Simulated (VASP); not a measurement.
**Ga: single point with PBEsol**

Crystal: Ga.

```
Ga
1.0
     2.25535   -3.82240    0.00000
     2.25535    3.82240    0.00000
     0.00000    0.00000    4.47153
Ga
4
Direct
  0.15250 0.84750 0.07850
  0.65250 0.34750 0.42150
  0.84750 0.15250 0.92150
  0.34750 0.65250 0.57850
```

This cell differs from its parent crystal: zz strain of -1 %.

```yaml
Program: VASP 6.6.1
Task: single point
Functional: PBEsol
Potentials_or_basis: VASP PAW PBE potentials, release 64 (Ga_d)
Cutoff: 520 eV
k_mesh: 9 × 9 × 8
Occupations: fermi-dirac, width 0.05 eV
Spin: no spin polarisation
```

```
Pressure               : -0.6 GPa
Largest force          : 0.410 eV/Å
Band gap on the k mesh : zero (bands 26 and 27 overlap by 1.30 eV)
```

Forces on the atoms (eV/Å):
```
Ga   0.000 -0.396  0.108
Ga   0.000 -0.396 -0.108
Ga   0.000  0.396 -0.108
Ga   0.000  0.396  0.108
```

Stress tensor (GPa, compression positive):
```
-1.18  0.00  0.00
 0.00  0.47  0.00
 0.00  0.00 -1.07
```

Levels at points of the mesh, in eV from the Fermi level:
| k point | band 24 | band 25 | band 26 | band 27 | band 28 | band 29 |
| --- | --- | --- | --- | --- | --- | --- |
| (0.00, 0.00, 0.00) | -1.73 | -1.63 | -0.92 | 0.91 | 0.91 | 0.93 |
| (0.00, 0.00, 0.50) | -0.16 | -0.03 | -0.03 | 0.11 | 0.11 | 2.16 |

Wall time 7.2 min on 1 thread of Oxide Virtual Turin-like Processor, with other jobs on the host, peak memory 0.33 GiB.

Caveat: the cell differs from its parent crystal (zz strain of -1 %); the PAW data sets were made with another functional, which shifts forces and pressure a little.
